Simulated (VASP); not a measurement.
# CuI (I-4m2) in VASP: further runs, part 3 of 3

VASP 6.6.1.

## Step 5: Single point, r2SCAN (biaxial xy strain +4.6%)

Contents of POSCAR:

```
CuI
1.0
    0.0000000000      3.1502956744      3.0120429050
    3.1502956744      0.0000000000      3.0120429050
    3.1502956744      3.1502956744      0.0000000000
Cu I
1 1
Direct
    0.2500000000      0.2500000000      0.2500000000
    0.0000000000      0.0000000000      0.0000000000
```

Contents of INCAR.step1:

```
PREC     = Accurate       # precision mode
ENCUT    = 520            # plane-wave cutoff, eV
ISMEAR   = 0              # smearing method
SIGMA    = 0.01           # smearing width, eV
LREAL    = F              # projectors in reciprocal space
LASPH    = T              # aspherical terms in the spheres
NELM     = 100            # most SCF steps
NBANDS   = 16             # bands
GGA      = PE             # functional
ALGO     = Normal         # electronic algorithm
EDIFF    = 1E-4           # SCF threshold, eV
LWAVE    = T              # write WAVECAR
LCHARG   = F              # write CHGCAR
```

Contents of INCAR.step2:

```
PREC     = Accurate       # precision mode
ENCUT    = 520            # plane-wave cutoff, eV
EDIFF    = 1E-6           # SCF threshold, eV
ISMEAR   = 0              # smearing method
SIGMA    = 0.01           # smearing width, eV
LREAL    = F              # projectors in reciprocal space
LASPH    = T              # aspherical terms in the spheres
NELM     = 100            # most SCF steps
ALGO     = Normal         # electronic algorithm
ISIF     = 2              # what is computed and relaxed
LWAVE    = F              # write WAVECAR
LCHARG   = T              # write CHGCAR
METAGGA  = R2SCAN         # meta-GGA
LMIXTAU  = T            
LELF     = T              # ELF
LVHAR    = T            
NBANDS   = 16             # bands
ISTART   = 1
```

Contents of KPOINTS:

```
Automatic mesh
0
Gamma
  8 8 8
```

Potentials or basis: VASP PAW PBE potentials, release 64 (Cu, I).

The run is started by

```sh
$ cat potpaw_PBE.64/Cu/POTCAR potpaw_PBE.64/I/POTCAR > POTCAR
$ cp INCAR.step1 INCAR
$ mpirun -np 1 vasp_std > vasp.out
$ cp INCAR.step2 INCAR
$ mpirun -np 1 vasp_std > vasp.out
```

OUTCAR:

```text
PREC = Accurate
   ENCUT = 520
   EDIFF = 1E-6
   ISMEAR = 0
   LREAL = F
   LASPH = T
   NELM = 100
   ISIF = 2
   METAGGA = R2SCAN
   ISTART = 1

 ion  position               nearest neighbor table
   1  0.250  0.250  0.250-   2 2.69   2 2.69   2 2.69   2 2.69
   2  0.000  0.000  0.000-   1 2.69   1 2.69   1 2.69   1 2.69

  LATTYP: Found a body centered tetragonal cell.
 ALAT       =     4.4551908682
 C/A-ratio  =     1.3521498827

  Lattice vectors:

 A1 = (   0.0000000000,  -3.1502956744,  -3.0120429050)
 A2 = (   0.0000000000,   3.1502956744,  -3.0120429050)
 A3 = (   3.1502956744,   0.0000000000,   3.0120429050)

Analysis of symmetry for initial positions (statically):
=====================================================================
 Subroutine PRICEL returns:
 Original cell was already a primitive cell.

 Routine SETGRP: Setting up the symmetry group for a
 body centered tetragonal supercell.

 Subroutine GETGRP returns: Found  8 space group operations
 (whereof  8 operations were pure point group operations)
 out of a pool of 16 trial point group operations.

The static configuration has the point symmetry D_2d.

Analysis of symmetry for dynamics (positions and initial velocities):
=====================================================================
 Subroutine PRICEL returns:
 Original cell was already a primitive cell.

 Routine SETGRP: Setting up the symmetry group for a
 body centered tetragonal supercell.

 Subroutine GETGRP returns: Found  8 space group operations
 (whereof  8 operations were pure point group operations)
 out of a pool of 16 trial point group operations.

The dynamic configuration has the point symmetry D_2d.

 Subroutine INISYM returns: Found  8 space group operations
 (whereof  8 operations are pure point group operations),
 and found     1 'primitive' translations

----------------------------------------------------------------------------------------

                                     Primitive cell

  volume of cell :      59.7852

  direct lattice vectors                    reciprocal lattice vectors
     0.000000000  3.150295674  3.012042905    -0.158715261  0.158715261  0.166000291
     3.150295674  0.000000000  3.012042905     0.158715261 -0.158715261  0.166000291
     3.150295674  3.150295674  0.000000000     0.158715261  0.158715261 -0.166000291

  length of vectors
     4.358527882  4.358527882  4.455190868     0.279172285  0.279172285  0.279172285

  position of ions in fractional coordinates (direct lattice)
     0.250000000  0.250000000  0.250000000
     0.000000000  0.000000000  0.000000000

  ion indices of the primitive-cell ions
   primitive index   ion index
                 1           1
                 2           2

----------------------------------------------------------------------------------------

 KPOINTS: Automatic mesh

Automatic generation of k-mesh.
 Grid dimensions read from file:
 generate k-points for:    8    8    8

 Generating k-lattice:

  Cartesian coordinates                     Fractional coordinates (reciprocal lattice)
    -0.019839408  0.019839408  0.020750036     0.125000000  0.000000000  0.000000000
     0.019839408 -0.019839408  0.020750036     0.000000000  0.125000000  0.000000000
     0.019839408  0.019839408 -0.020750036     0.000000000  0.000000000  0.125000000

  Length of vectors
     0.034896536  0.034896536  0.034896536

  Shift w.r.t. Gamma in fractional coordinates (k-lattice)
     0.000000000  0.000000000  0.000000000

 Subroutine IBZKPT returns following result:
 ===========================================

 Found     59 irreducible k-points:

 Following reciprocal coordinates:
            Coordinates               Weight
  0.000000  0.000000  0.000000      1.000000
  0.125000  0.000000  0.000000      8.000000
  0.250000  0.000000  0.000000      8.000000
  0.375000  0.000000  0.000000      8.000000
  0.500000  0.000000  0.000000      4.000000
  0.125000  0.125000  0.000000      2.000000
[... 16 lines left out ...]
  0.250000  0.000000  0.125000     16.000000
  0.375000  0.000000  0.125000     16.000000
 [... further k-points ...]
   k-points           NKPTS =     59   k-points in BZ     NKDIM =     59   number of bands    NBANDS=     16
   number of dos      NEDOS =    301   number of ions     NIONS =      2
   total plane-waves  NPLWV =  36864
   dimension x,y,z NGX =    32 NGY =   32 NGZ =   36
   dimension x,y,z NGXF=    64 NGYF=   64 NGZF=   72
   ions per type =               1   1
   NGX,Y,Z   is equivalent  to a cutoff of  12.21, 12.21, 13.43 a.u.
   NGXF,Y,Z  is equivalent  to a cutoff of  24.41, 24.41, 26.87 a.u.
 SYSTEM =  unknown system
   PREC   = accura    normal or accurate (medium, high low for compatibility)
   ISTART =      1    job   : 0-new  1-cont  2-samecut
   ICHARG =      0    charge: 1-file 2-atom 10-const
   ISPIN  =      1    spin polarized calculation?
   LNONCOLLINEAR =      F non collinear calculations
   LSORBIT =      F    spin-orbit coupling
   LASPH  =      T    aspherical Exc in radial PAW
   ENCUT  =  520.0 eV  38.22 Ry    6.18 a.u.   8.10  8.10  8.28*2*pi/ulx,y,z
   NELM   =    100;   NELMIN=  2; NELMDL=  0     # of ELM steps
   EDIFF  = 0.1E-05   stopping-criterion for ELM
   LREAL  =      F    real-space projection
   EDIFFG = 0.1E-04   stopping-criterion for IOM
   NSW    =      0    number of steps for IOM
   IBRION =     -1    ionic relax: 0-MD 1-quasi-New 2-CG
   NFREE  =      0    steps in history (QN), initial steepest desc. (CG)
   ISIF   =      2    stress and relaxation
   ISYM   =      2    0-nonsym 1-usesym 2-fastsym
   POTIM  = 0.5000    time-step for ionic-motion
   TEBEG  =    0.0;   TEEND  =   0.0 temperature during run
   PSTRESS=    0.0 pullay stress
   NELECT =      18.0000    total number of electrons
   NUPDOWN=      -1.0000    fix difference up-down
   EMIN   =  10.00;   EMAX   =-10.00  energy-range for DOS
   EFERMI =   0.00;   METHOD = LEGACY
   ISMEAR =     0;   SIGMA  =   0.01  broadening in eV -4-tet -1-fermi 0-gaus
   EFERMI_NEDOS =   21; number of points for ismear=-14 and -15
   IALGO  =     38    algorithm
   IMIX   =      4    mixing-type and parameters
     AMIX     =   0.40;   BMIX     =  1.00
     AMIX_MAG =   1.60;   BMIX_MAG =  1.00
  volume/ion in A,a.u.               =      29.89       201.73
  Fermi-wavevector in a.u.,A,eV,Ry     =   1.097239  2.073480 16.380496  1.203933
  Thomas-Fermi vector in A             =   2.233595
   LORBIT       =      0    0 simple, 1 ext, 2 COOP (PROOUT), +10 PAW based schemes
   METAGGA = R2SCAN    functional components
   LHFCALC =     F    Hartree Fock is set to
   AEXX    =    0.0000 exact exchange contribution
   IVDW    =     0    specifies the selected vdW correction
   LEPSILON=     F    determine dielectric tensor
   LRPA    =     F    only Hartree local field effects (RPA)
 non-spin polarized calculation
 Gauss-broadening in eV      SIGMA  =   0.01
  energy-cutoff  :      520.00
  volume of cell :       59.79
 maximum number of plane-waves:      1635
   NGX = 17   NGY = 17   NGZ = 17

 number of electron      17.9999992 magnetization

 Free energy of the ion-electron system (eV)
  ---------------------------------------------------
  ext. energy  EPLUGINS =         0.00000000
  ---------------------------------------------------
  free energy    TOTEN  =       -35.73595022 eV

  energy without entropy =      -35.73595022  energy(sigma->0) =      -35.73595022

 E-fermi :   3.5998     XC(G=0):  -9.1079

 val. band max:        3.5580551988   @ k =   0.0000   0.0000   0.0000
 cond. band min:       4.9439487314   @ k =   0.0000   0.0000   0.0000
 fundamental gap:      1.3858935325
 Fermi energy:         3.5997546869

 k-point     1 :       0.0000    0.0000    0.0000
  band No.  band energies     occupation
      1     -10.6348      2.00000
      2       0.0179      2.00000
      3       0.0179      2.00000
      4       0.0689      2.00000
      5       1.9519      2.00000
      6       1.9803      2.00000
[... 8 lines left out ...]
     15      13.0828      0.00000
     16      13.6394      0.00000
[... 419 lines left out ...]
 k-point    24 :       0.3750    0.0000    0.1250
  band No.  band energies     occupation
      1     -10.2499      2.00000
      2      -1.3719      2.00000
      3      -0.1130      2.00000
      4       0.0402      2.00000
      5       1.9274      2.00000
      6       1.9978      2.00000
[... 8 lines left out ...]
     15      13.5817      0.00000
     16      14.1051      0.00000

 [... further k-points ...]
[... 5 lines left out ...]
  --------------------------------------------------------------------------------------
  -------------------------------------------------------------------------------------
  Total       -1.2568403     -1.2568403     -0.9591144      0.0000000      0.0000000      0.0000000
  in kB      -33.6819241    -33.6819241    -25.7032004      0.0000000      0.0000000      0.0000000
  external PRESSURE =     -31.0223495 kB  Pullay stress =       0.0000000 kB

 VOLUME and BASIS-vectors are now :
 -----------------------------------------------------------------------------
  energy-cutoff  :      520.00
  volume of cell :       59.79
      direct lattice vectors                 reciprocal lattice vectors
     0.000000000  3.150295674  3.012042905    -0.158715261  0.158715261  0.166000291
     3.150295674  0.000000000  3.012042905     0.158715261 -0.158715261  0.166000291
     3.150295674  3.150295674  0.000000000     0.158715261  0.158715261 -0.166000291

 POSITION                                       TOTAL-FORCE (eV/Angst)
 -----------------------------------------------------------------------------------
      1.57515      1.57515      1.50602        -0.000000     -0.000000      0.000000
      0.00000      0.00000      0.00000         0.000000      0.000000     -0.000000
 -----------------------------------------------------------------------------------
    total drift:                                0.000594      0.000594      0.001660

  FREE ENERGIE OF THE ION-ELECTRON SYSTEM (eV)
  ---------------------------------------------------
  free  energy   TOTEN  =       -35.7359502219 eV

  energy  without entropy=      -35.7359502219  energy(sigma->0) =      -35.73595022
```

It took 68 s on 1 thread of Intel Xeon 6975P-C (Granite Rapids), shared host; peak memory 0.23 GiB.

What came out:

```
Free energy            : -35.7360 eV
Pressure               : -3.1 GPa
Band gap on the k mesh : 1.39 eV
```

Caveat: the cell differs from its parent crystal (biaxial xy strain +4.6%); the cell stands under tension; the PAW data sets were made with another functional, which shifts forces and pressure a little; spin-orbit coupling is left out, which moves the levels of the heavy elements.

## Step 6: The runs side by side

| level | cell | smearing | gap on the mesh (eV) | pressure (GPa) |
| --- | --- | --- | --- | --- |
| PBE | a = 4.223, b = 4.223, c = 4.502 Å, angles 57.8, 57.8, 64.4°, 2 atoms | fermi-dirac 0.02 eV | 1.02 | -0.2 |
| PBE | a = 4.359, b = 4.359, c = 4.455 Å, angles 59.3, 59.3, 61.5°, 2 atoms | fermi-dirac 0.02 eV | 0.93 | -1.8 |
| r2SCAN | a = 4.223, b = 4.223, c = 4.502 Å, angles 57.8, 57.8, 64.4°, 2 atoms | gaussian 0.01 eV | 1.50 | -1.4 |
| r2SCAN | a = 4.359, b = 4.359, c = 4.455 Å, angles 59.3, 59.3, 61.5°, 2 atoms | gaussian 0.01 eV | 1.39 | -3.1 |

Alike in all rows: task single point; potentials or basis VASP PAW PBE potentials, release 64 (Cu, I); no spin polarisation; k mesh 8 × 8 × 8; cutoff (eV) 520.

Caveats: spin-orbit coupling is left out, which moves the levels of the heavy elements; the PAW data sets were made with another functional, which shifts forces and pressure a little (at least some runs); the cell stands under tension (at least some runs).

Absolute energies hang on the potentials; compare differences alone.
